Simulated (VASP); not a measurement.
Wanted: the native input for a VASP 6.6.1 run.

```
Task                   : single point
Functional             : PBE
Potentials or basis    : VASP PAW PBE potentials, release 64 (Sr_sv, Ca_sv)
Cutoff                 : 520 eV
k mesh                 : 6 × 6 × 6
Occupations            : gaussian, width 0.1 eV
Spin                   : no spin polarisation
Dipole correction      : no
Further INCAR settings : ALGO = Normal; EDIFF = 1e-07; NBANDS = 22
```

The structure of Sr2Ca lies in POSCAR:

```
Sr2Ca
1.0
    5.5561086320      0.0000000000      0.0000000000
   -2.7780543160      4.8117312216      0.0000000000
    0.0000000000      0.0000000000      3.5319657547
Sr Ca
2 1
Direct
    0.3333333333      0.6666666667      0.5000000000
    0.6666666667      0.3333333333      0.5000000000
    0.0000000000      0.0000000000      0.0000000000
```

The input as run:

INCAR

```
ALGO = Normal
EDIFF = 1E-7
ENCUT = 520
GGA = PE
ISIF = 2
ISMEAR = 0
LASPH = T
LCHARG = F
LREAL = F
LWAVE = F
NBANDS = 22
NELM = 60
PREC = Accurate
SIGMA = 0.1
```

KPOINTS

```
k-points
0
Gamma
  6 6 6
```

Potentials or basis: VASP PAW PBE potentials, release 64 (Sr_sv, Ca_sv).

Launch:

```console
$ cat potpaw_PBE.64/Sr_sv/POTCAR potpaw_PBE.64/Ca_sv/POTCAR > POTCAR
$ mpirun -np 1 vasp_std > vasp.out
```

Results of the run:

```json
{
  "Pressure": "12.8 GPa",
  "Band gap on the k mesh": "zero (bands 15 and 16 overlap by 0.90 eV)"
}
```

Caveat: the cell stands under pressure.

Run time: 38 s on 1 thread of AMD EPYC 9R45 96-Core Processor (Zen 5), on a shared host, peak memory 0.21 GiB.
